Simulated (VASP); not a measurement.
**TiAl3: single point with PBEsol**

The system is TiAl3.

```
Ti Al
1.0
     2.78139    0.00000    0.00000
     0.00000    4.67107    0.01168
     0.00000    0.01223    4.89340
Ti Al
1 3
Direct
  0.00000 0.50000 0.16317
  0.50000 0.50000 0.66405
  0.50000 0.00000 0.33311
  0.00000 0.00000 0.83967
```

This cell differs from its parent crystal: strain +0.0050 x Voigt [0, 0, 0, 1, 0, 0].

```
Program             : VASP 6.6.1
Task                : single point
Functional          : PBEsol
Potentials or basis : VASP PAW PBE potentials, release 64 (Ti_sv, Al)
Cutoff              : 520 eV
k mesh              : 18 × 10 × 10
Occupations         : gaussian, width 0.15 eV
Spin                : no spin polarisation
```

| Quantity | Value |
| --- | --- |
| Pressure | 0.1 GPa |
| Largest force | 0.007 eV/Å |

Forces in eV/Å, atoms in the order of the input:
```
Ti   0.000 -0.007 -0.001
Al   0.000  0.002  0.000
Al   0.000  0.002  0.004
Al   0.000  0.003 -0.003
```

Stress tensor (GPa, compression positive):
```
-0.01  0.00  0.00
 0.00  0.03 -0.35
 0.00 -0.35  0.15
```

Levels at points of the mesh, in eV from the Fermi level:
| k point | band 9 | band 10 | band 11 | band 12 | band 13 | band 14 |
| --- | --- | --- | --- | --- | --- | --- |
| (0.00, 0.00, 0.00) | -2.70 | -0.86 | -0.43 | 2.52 | 2.59 | 2.64 |
| (0.50, 0.00, 0.00) | -1.75 | 0.45 | 0.66 | 0.80 | 1.43 | 1.64 |
| (0.00, 0.50, 0.00) | -2.05 | -1.56 | -0.19 | 2.45 | 2.53 | 2.70 |
| (0.50, 0.50, 0.00) | -1.71 | -0.48 | -0.25 | 0.83 | 1.17 | 1.37 |
| (0.00, 0.00, 0.50) | -2.18 | -1.13 | -0.34 | 2.30 | 2.42 | 2.60 |
| (0.50, 0.00, 0.50) | -1.34 | -0.14 | -0.12 | 0.61 | 1.27 | 1.98 |
| (0.00, 0.50, 0.50) | -0.22 | -0.07 | 0.72 | 2.45 | 2.47 | 3.60 |
| (0.50, 0.50, 0.50) | -2.76 | -2.69 | -0.65 | -0.19 | 1.08 | 2.14 |

Run time: 9.2 min on 1 thread of Intel(R) Xeon(R) Platinum 8488C (Sapphire Rapids), with other jobs on the host, peak memory 0.62 GiB.

Caveat: the cell differs from its parent crystal (strain +0.0050 x Voigt [0, 0, 0, 1, 0, 0]); the PAW data sets were made with another functional, which shifts forces and pressure a little.
